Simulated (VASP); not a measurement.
# TaTl3P2 (P-3m1) in VASP: notebook

TaTl3P2 is run at these levels: PBE; tasks: single point.

All numbers are computed with VASP 6.6.1; they aren't measurements. Logs are shortened: lines on timing, memory, paths and dates and some standing lists are left out, and cuts for length are marked.

**1. The cell of the first run**

Symmetry: P-3m1, No. 164, trigonal system. Conventional cell: a = 3.475 Å, b = 3.475 Å, c = 13.820 Å, α = 90.00°, β = 90.00°, γ = 120.00°. Within 3.3 Å of Ta (site symmetry -3m) lie 6 P at 2.52 Å. Tl (site symmetry -3m) has 8 Tl at 3.21 to 3.47 Å within 4.2 Å. Tl (site symmetry 3m) has 3 P at 2.96 Å and 7 Tl at 3.21 to 3.47 Å and 1 Ta at 3.70 Å within 3.9 Å. Within 3.3 Å of P (site symmetry 3m) lie 3 Ta at 2.52 Å and 3 Tl at 2.96 Å.

**2. Single point, PBE (24.09 Å³/atom)**

Input file INCAR:

```
SYSTEM = TaTl3P2
PREC = Accurate
ENCUT = 520
EDIFF = 1E-7
ISMEAR = 0
SIGMA = 0.1
LREAL = .False.
LASPH = .True.
NELM = 100
ALGO = Normal
ISIF = 2
LWAVE = .False.
LCHARG = .False.
GGA = PE
NBANDS = 39
```

Input file KPOINTS:

```
Automatic mesh
0
Gamma
  12 12 4
  0 0 0
```

Input file POSCAR:

```
TaTl3P2
1.0
    3.4748333600      0.0000000000      0.0000000000
   -1.7374166800      3.0092939637      0.0000000000
    0.0000000000      0.0000000000     13.8197998628
Ta Tl P
1 3 2
Direct
    0.0000000000      0.0000000000      0.5000000000
    0.0000000000      0.0000000000      0.0000000000
    0.0000000000      0.0000000000      0.2319598604
    0.0000000000      0.0000000000      0.7680401396
    0.3333333333      0.6666666667      0.6104053997
    0.6666666667      0.3333333333      0.3895946003
```

Potentials or basis: VASP PAW PBE potentials, release 64 (Ta_pv, Tl_d, P).

Run with:

```
$ cat potpaw_PBE.64/Ta_pv/POTCAR potpaw_PBE.64/Tl_d/POTCAR potpaw_PBE.64/P/POTCAR > POTCAR
$ mpirun -np 1 vasp_std > vasp.out
```

OUTCAR:

```text
SYSTEM = TaTl3P2
   PREC = Accurate
   ENCUT = 520
   EDIFF = 1E-7
   ISMEAR = 0
   LREAL = .False.
   LASPH = .True.
   NELM = 100
   ISIF = 2
   GGA = PE

 ion  position               nearest neighbor table
   1  0.000  0.000  0.500-   5 2.52   6 2.52   6 2.52   5 2.52   6 2.52   5 2.52   3 3.70   4 3.70

   2  0.000  0.000  0.000-   3 3.21   4 3.21
   3  0.000  0.000  0.232-   6 2.96   6 2.96   6 2.96   2 3.21   1 3.70
   4  0.000  0.000  0.768-   5 2.96   5 2.96   5 2.96   2 3.21   1 3.70
   5  0.333  0.667  0.610-   1 2.52   1 2.52   1 2.52   4 2.96   4 2.96   4 2.96
   6  0.667  0.333  0.390-   1 2.52   1 2.52   1 2.52   3 2.96   3 2.96   3 2.96

  LATTYP: Found a hexagonal cell.
 ALAT       =     3.4748333600
 C/A-ratio  =     3.9771115421

  Lattice vectors:

 A1 = (   3.4748333600,   0.0000000000,   0.0000000000)
 A2 = (  -1.7374166800,   3.0092939637,   0.0000000000)
 A3 = (   0.0000000000,   0.0000000000,  13.8197998628)

Analysis of symmetry for initial positions (statically):
=====================================================================
 Subroutine PRICEL returns:
 Original cell was already a primitive cell.

 Routine SETGRP: Setting up the symmetry group for a
 hexagonal supercell.

 Subroutine GETGRP returns: Found 12 space group operations
 (whereof 12 operations were pure point group operations)
 out of a pool of 24 trial point group operations.

The static configuration has the point symmetry D_3d.

Analysis of symmetry for dynamics (positions and initial velocities):
=====================================================================
 Subroutine PRICEL returns:
 Original cell was already a primitive cell.

 Routine SETGRP: Setting up the symmetry group for a
 hexagonal supercell.

 Subroutine GETGRP returns: Found 12 space group operations
 (whereof 12 operations were pure point group operations)
 out of a pool of 24 trial point group operations.

The dynamic configuration has the point symmetry D_3d.

 Subroutine INISYM returns: Found 12 space group operations
 (whereof 12 operations are pure point group operations),
 and found     1 'primitive' translations

----------------------------------------------------------------------------------------

                                     Primitive cell

  volume of cell :     144.5108

  direct lattice vectors                    reciprocal lattice vectors
     3.474833360  0.000000000  0.000000000     0.287783585  0.166151930  0.000000000
    -1.737416680  3.009293964  0.000000000     0.000000000  0.332303860  0.000000000
     0.000000000  0.000000000 13.819799863     0.000000000  0.000000000  0.072359948

  length of vectors
     3.474833360  3.474833360 13.819799863     0.332303860  0.332303860  0.072359948

  position of ions in fractional coordinates (direct lattice)
     0.000000000  0.000000000  0.500000000
     0.000000000  0.000000000  0.000000000
     0.000000000  0.000000000  0.231959860
     0.000000000  0.000000000  0.768040140
     0.333333333  0.666666667  0.610405400
     0.666666667  0.333333333  0.389594600

  ion indices of the primitive-cell ions
   primitive index   ion index
                 1           1
                 2           2
                 3           3
                 4           4
                 5           5
                 6           6

----------------------------------------------------------------------------------------

 KPOINTS: Automatic mesh

Automatic generation of k-mesh.
 Grid dimensions read from file:
 generate k-points for:   12   12    4

 Generating k-lattice:

  Cartesian coordinates                     Fractional coordinates (reciprocal lattice)
     0.023981965  0.013845994  0.000000000     0.083333333  0.000000000  0.000000000
     0.000000000  0.027691988  0.000000000     0.000000000  0.083333333  0.000000000
     0.000000000  0.000000000  0.018089987     0.000000000  0.000000000  0.250000000

  Length of vectors
     0.027691988  0.027691988  0.018089987

  Shift w.r.t. Gamma in fractional coordinates (k-lattice)
     0.000000000  0.000000000  0.000000000

 Subroutine IBZKPT returns following result:
 ===========================================

 Found     69 irreducible k-points:

 Following reciprocal coordinates:
            Coordinates               Weight
  0.000000  0.000000  0.000000      1.000000
  0.083333  0.000000  0.000000      6.000000
  0.166667  0.000000  0.000000      6.000000
  0.250000  0.000000  0.000000      6.000000
  0.333333 -0.000000  0.000000      6.000000
  0.416667  0.000000  0.000000      6.000000
[... 16 lines left out ...]
  0.166667  0.000000  0.250000      6.000000
  0.000000  0.166667  0.250000      6.000000
 [... further k-points ...]
   k-points           NKPTS =     69   k-points in BZ     NKDIM =     69   number of bands    NBANDS=     39
   number of dos      NEDOS =    301   number of ions     NIONS =      6
   total plane-waves  NPLWV =  84672
   dimension x,y,z NGX =    28 NGY =   28 NGZ =  108
   dimension x,y,z NGXF=    56 NGYF=   56 NGZF=  216
   ions per type =               1   3   2
   NGX,Y,Z   is equivalent  to a cutoff of  13.40, 13.40, 12.99 a.u.
   NGXF,Y,Z  is equivalent  to a cutoff of  26.79, 26.79, 25.98 a.u.
 SYSTEM =  TaTl3P2
   PREC   = accura    normal or accurate (medium, high low for compatibility)
   ISTART =      0    job   : 0-new  1-cont  2-samecut
   ICHARG =      2    charge: 1-file 2-atom 10-const
   ISPIN  =      1    spin polarized calculation?
   LNONCOLLINEAR =      F non collinear calculations
   LSORBIT =      F    spin-orbit coupling
   LASPH  =      T    aspherical Exc in radial PAW
   ENCUT  =  520.0 eV  38.22 Ry    6.18 a.u.   6.46  6.46 25.70*2*pi/ulx,y,z
   NELM   =    100;   NELMIN=  2; NELMDL= -5     # of ELM steps
   EDIFF  = 0.1E-06   stopping-criterion for ELM
   LREAL  =      F    real-space projection
   EDIFFG = 0.1E-05   stopping-criterion for IOM
   NSW    =      0    number of steps for IOM
   IBRION =     -1    ionic relax: 0-MD 1-quasi-New 2-CG
   NFREE  =      0    steps in history (QN), initial steepest desc. (CG)
   ISIF   =      2    stress and relaxation
   ISYM   =      2    0-nonsym 1-usesym 2-fastsym
   POTIM  = 0.5000    time-step for ionic-motion
   TEBEG  =    0.0;   TEEND  =   0.0 temperature during run
   PSTRESS=    0.0 pullay stress
   NELECT =      60.0000    total number of electrons
   NUPDOWN=      -1.0000    fix difference up-down
   EMIN   =  10.00;   EMAX   =-10.00  energy-range for DOS
   EFERMI =   0.00;   METHOD = LEGACY
   ISMEAR =     0;   SIGMA  =   0.10  broadening in eV -4-tet -1-fermi 0-gaus
   EFERMI_NEDOS =   21; number of points for ismear=-14 and -15
   IALGO  =     38    algorithm
   IMIX   =      4    mixing-type and parameters
     AMIX     =   0.40;   BMIX     =  1.00
     AMIX_MAG =   1.60;   BMIX_MAG =  1.00
  volume/ion in A,a.u.               =      24.09       162.53
  Fermi-wavevector in a.u.,A,eV,Ry     =   1.221308  2.307937 20.294351  1.491593
  Thomas-Fermi vector in A             =   2.356495
   LORBIT       =      0    0 simple, 1 ext, 2 COOP (PROOUT), +10 PAW based schemes
   GGA     = PE    functional components
   LHFCALC =     F    Hartree Fock is set to
   AEXX    =    0.0000 exact exchange contribution
   IVDW    =     0    specifies the selected vdW correction
   LEPSILON=     F    determine dielectric tensor
   LRPA    =     F    only Hartree local field effects (RPA)
 non-spin polarized calculation
 Gauss-broadening in eV      SIGMA  =   0.10
  energy-cutoff  :      520.00
  volume of cell :      144.51
 maximum number of plane-waves:      3952
 NGX is ok and might be reduce to    28
   NGX = 13   NGY = 13   NGZ = 51

 number of electron      60.0000002 magnetization

 Free energy of the ion-electron system (eV)
  ---------------------------------------------------
  ext. energy  EPLUGINS =         0.00000000
  ---------------------------------------------------
  free energy    TOTEN  =       -30.27674656 eV

  energy without entropy =      -30.26592899  energy(sigma->0) =      -30.27133777

 E-fermi :   6.3272     XC(G=0): -10.2658

 val. band max:        6.3250839352   @ k =  -0.1667   0.5000   0.2500
 cond. band min:       6.3374353940   @ k =   0.3333   0.1667   0.5000
 fundamental gap:      0.0123514587
 Fermi energy:         6.3272295186

 k-point     1 :       0.0000    0.0000    0.0000
  band No.  band energies     occupation
      1     -28.4801      2.00000
      2     -28.4464      2.00000
      3     -28.4464      2.00000
      4      -6.3243      2.00000
      5      -5.7156      2.00000
      6      -5.5279      2.00000
[... 31 lines left out ...]
     38      13.3575      0.00000
     39      13.6609      0.00000

 k-point     2 :       0.0833    0.0000    0.0000
  band No.  band energies     occupation
      1     -28.4778      2.00000
      2     -28.4596      2.00000
      3     -28.4495      2.00000
      4      -6.2313      2.00000
      5      -5.6950      2.00000
      6      -5.5105      2.00000
[... 31 lines left out ...]
     38      12.9516      0.00000
     39      13.4454      0.00000

 k-point     3 :       0.1667    0.0000    0.0000
  band No.  band energies     occupation
      1     -28.4955      2.00000
      2     -28.4716      2.00000
      3     -28.4580      2.00000
      4      -5.9959      2.00000
      5      -5.6455      2.00000
      6      -5.4878      2.00000
[... 31 lines left out ...]
     38      11.7027      0.00000
     39      12.6423      0.00000

 k-point     4 :       0.2500    0.0000    0.0000
  band No.  band energies     occupation
      1     -28.5441      2.00000
      2     -28.4695      2.00000
      3     -28.4631      2.00000
      4      -5.7767      2.00000
      5      -5.6260      2.00000
      6      -5.5481      2.00000
[... 31 lines left out ...]
     38      10.6986      0.00000
     39      11.8954      0.00000
[... 754 lines left out ...]
     38      12.8865      0.00000
     39      13.2124      0.00000

 k-point    23 :       0.1667    0.0000    0.2500
  band No.  band energies     occupation
      1     -28.4955      2.00000
      2     -28.4716      2.00000
      3     -28.4580      2.00000
      4      -5.9822      2.00000
      5      -5.6892      2.00000
      6      -5.4760      2.00000
[... 31 lines left out ...]
     38      11.6449      0.00000
     39      12.6819      0.00000

 k-point    24 :       0.0000    0.1667    0.2500
  band No.  band energies     occupation
      1     -28.4955      2.00000
      2     -28.4716      2.00000
      3     -28.4580      2.00000
      4      -5.9829      2.00000
      5      -5.6797      2.00000
      6      -5.5005      2.00000
[... 31 lines left out ...]
     38      12.1806      0.00000
     39      12.5714      0.00000

 [... further k-points ...]

------------------------ aborting loop because EDIFF is reached ----------------------------------------

  FORCE on cell =-STRESS in cart. coord.  units (eV):
  Direction    XX          YY          ZZ          XY          YZ          ZX
  --------------------------------------------------------------------------------------
  -------------------------------------------------------------------------------------
  Total        2.4518571      2.4518571      2.4353547      0.0000000      0.0000000      0.0000000
  in kB       27.1835013     27.1835013     27.0005404      0.0000000      0.0000000      0.0000000
  external PRESSURE =      27.1225143 kB  Pullay stress =       0.0000000 kB

 VOLUME and BASIS-vectors are now :
 -----------------------------------------------------------------------------
  energy-cutoff  :      520.00
  volume of cell :      144.51
      direct lattice vectors                 reciprocal lattice vectors
     3.474833360  0.000000000  0.000000000     0.287783585  0.166151930  0.000000000
    -1.737416680  3.009293964  0.000000000     0.000000000  0.332303860  0.000000000
     0.000000000  0.000000000 13.819799863     0.000000000  0.000000000  0.072359948

 POSITION                                       TOTAL-FORCE (eV/Angst)
 -----------------------------------------------------------------------------------
      0.00000      0.00000      6.90990        -0.000000      0.000000      0.000000
      0.00000      0.00000      0.00000        -0.000000      0.000000      0.000000
      0.00000      0.00000      3.20564        -0.000000      0.000000     -0.005470
      0.00000      0.00000     10.61416         0.000000      0.000000      0.005470
     -0.00000      2.00620      8.43568         0.000000     -0.000000     -0.001369
      1.73742      1.00310      5.38412        -0.000000      0.000000      0.001369
 -----------------------------------------------------------------------------------
    total drift:                               -0.000000      0.000000      0.000000

  FREE ENERGIE OF THE ION-ELECTRON SYSTEM (eV)
  ---------------------------------------------------
  free  energy   TOTEN  =       -30.2767465639 eV

  energy  without entropy=      -30.2659289859  energy(sigma->0) =      -30.27133777
```

Run time: 4 min. Hardware: 1 thread of AMD EPYC 9R45 (Zen 5), shared host; peak memory 0.47 GiB.

What came out:

- Free energy: -30.2767 eV
- Pressure: 2.7 GPa
- Largest force: 0.005 eV/Å
- Band gap on the k mesh: zero (bands 30 and 31 overlap by 1.52 eV)

Forces on the atoms (eV/Å):
```
Ta   0.000  0.000  0.000
Tl   0.000  0.000  0.000
Tl   0.000  0.000 -0.005
Tl   0.000  0.000  0.005
P    0.000  0.000 -0.001
P    0.000  0.000  0.001
```

Levels at points of the mesh, in eV from the Fermi level:
| k point | band 26 | band 27 | band 28 | band 29 | band 30 | band 31 | band 32 | band 33 | band 34 | band 35 |
| --- | --- | --- | --- | --- | --- | --- | --- | --- | --- | --- |
| (0.00, 0.00, 0.00) | -2.72 | -2.48 | 0.41 | 0.41 | 0.67 | 1.03 | 1.03 | 1.44 | 3.97 | 4.74 |
| (0.50, 0.00, 0.00) | -3.04 | -2.71 | -2.71 | -1.62 | -1.50 | -0.65 | 0.70 | 1.09 | 1.62 | 2.59 |
| (0.00, 0.00, 0.50) | -2.72 | -1.14 | -0.70 | 0.41 | 0.41 | 1.03 | 1.03 | 1.70 | 4.74 | 4.74 |
| (0.50, 0.00, 0.50) | -3.17 | -2.71 | -2.28 | -2.12 | -1.21 | -0.65 | 0.65 | 0.93 | 1.79 | 2.59 |

Caveat: spin-orbit coupling is left out, which moves the levels of the heavy elements.

**3. Single point, PBE (atoms taken out)**

Input file INCAR:

```
  PREC = Accurate
  ENCUT = 520
  EDIFF = 1E-6
  ISMEAR = 0
  SIGMA = 0.1
  LREAL = F
  LASPH = T
  NELM = 80
  ALGO = Normal
  ISIF = 2
  LWAVE = F
  LCHARG = T
  GGA = PE
  LELF = T
  LVHAR = T
  NBANDS = 39
```

Input file KPOINTS:

```
regular mesh
0
Gamma
  12 12 4
```

Input file POSCAR:

```
TaTl3P2
1.0
    3.5469864188      0.0000000000      0.0000000000
   -1.7734932094      3.0717803456      0.0000000000
    0.0000000000      0.0000000000     14.1098635355
Ta Tl P
1 3 2
Direct
    0.0000000000      0.0000000000      0.5000000000
    0.0000000000      0.0000000000      0.0000000000
    0.0000000000      0.0000000000      0.2376494114
    0.0000000000      0.0000000000      0.7623505886
    0.3333333333      0.6666666667      0.6064583268
    0.6666666667      0.3333333333      0.3935416732
```

Potentials or basis: VASP PAW PBE potentials, release 64 (Ta_pv, Tl_d, P).

Run with:

```
$ cat potpaw_PBE.64/Ta_pv/POTCAR potpaw_PBE.64/Tl_d/POTCAR potpaw_PBE.64/P/POTCAR > POTCAR
$ mpirun -np 1 vasp_std > vasp.out
```

Wall time 3.9 min (1 thread of AMD EPYC 9R45 (Zen 5), shared host); peak memory 0.49 GiB.

The run converged. Its results:

```yaml
Free_energy: -30.3518 eV
Pressure: 0.0 GPa
Largest_force: 0.004 eV/Å
Band_gap_on_the_k_mesh: zero (bands 30 and 31 overlap by 1.61 eV)
```

Forces on the atoms (eV/Å):
```
Ta   0.000  0.000  0.000
Tl   0.000  0.000  0.000
Tl   0.000  0.000 -0.003
Tl   0.000  0.000  0.003
P    0.000  0.000  0.004
P    0.000  0.000 -0.004
```

Levels at points of the mesh, in eV from the Fermi level:
```tsv
k point	band 26	band 27	band 28	band 29	band 30	band 31	band 32	band 33	band 34	band 35
(0.00, 0.00, 0.00)	-2.84	-2.26	0.32	0.32	0.76	0.85	0.85	1.23	3.53	4.64
(0.50, 0.00, 0.00)	-2.96	-2.74	-2.70	-1.48	-1.41	-0.78	0.72	1.07	1.58	2.30
(0.00, 0.00, 0.50)	-2.84	-1.09	-0.59	0.32	0.32	0.85	0.85	1.53	4.45	4.64
(0.50, 0.00, 0.50)	-3.02	-2.74	-2.42	-1.91	-1.10	-0.78	0.68	0.94	1.73	2.30
```

Caveat: the cell differs from its parent crystal (atoms taken out); spin-orbit coupling is left out, which moves the levels of the heavy elements.

(Part 1 of 2 ends here.)

The gap in the log of VASP goes by the Fermi energy; the results here count the filled bands.